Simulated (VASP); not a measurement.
Set up this calculation in VASP 6.6.1, as the native input.

- Task: single point
- Functional: PBE
- Potentials or basis: VASP PAW PBE potentials, release 64 (As)
- Cutoff: 520 eV
- k mesh: 9 × 9 × 6
- Occupations: gaussian, width 0.02 eV
- Spin: no spin polarisation
- Dipole correction: no
- Further INCAR settings: ALGO = Normal; EDIFF = 1e-06; NBANDS = 12

The structure of As lies in POSCAR:

```
As
1.0
    3.6116436832      0.0000000000      0.0000000000
   -1.8058218416      3.1277751791      0.0000000000
    0.0000000000      0.0000000000      5.4072870922
As
2
Direct
    0.3333333333      0.6666666667      0.8715187665
    0.6666666667      0.3333333333      0.1284812335
```

The input as run:

INCAR

```
PREC = Accurate ; ENCUT = 520
EDIFF = 1E-6 ; ISMEAR = 0
SIGMA = 0.02 ; LREAL = F
LASPH = T ; NELM = 100
ALGO = Normal ; ISIF = 2
LWAVE = F ; LCHARG = T
GGA = PE ; LELF = T
LVHAR = T ; NBANDS = 12
```

KPOINTS

```
regular mesh
0
Gamma
  9 9 6
```

Potentials or basis: VASP PAW PBE potentials, release 64 (As).

Launch:

```console
$ cat potpaw_PBE.64/As/POTCAR > POTCAR
$ mpirun -np 1 vasp_std > vasp.out
```

It gave:

```
Pressure               : 0.2 GPa
Largest force          : 0.082 eV/Å
Band gap on the k mesh : 0.78 eV, indirect (least direct gap 1.18 eV)
```

Caveat: this functional lacks dispersion, which binds the layers, so the pressure and a relaxed spacing across them are unreliable.

Run time: 47 s on 1 thread of AMD EPYC 7R43 64-Core Processor (Zen 3), on a shared host, peak memory 0.16 GiB.
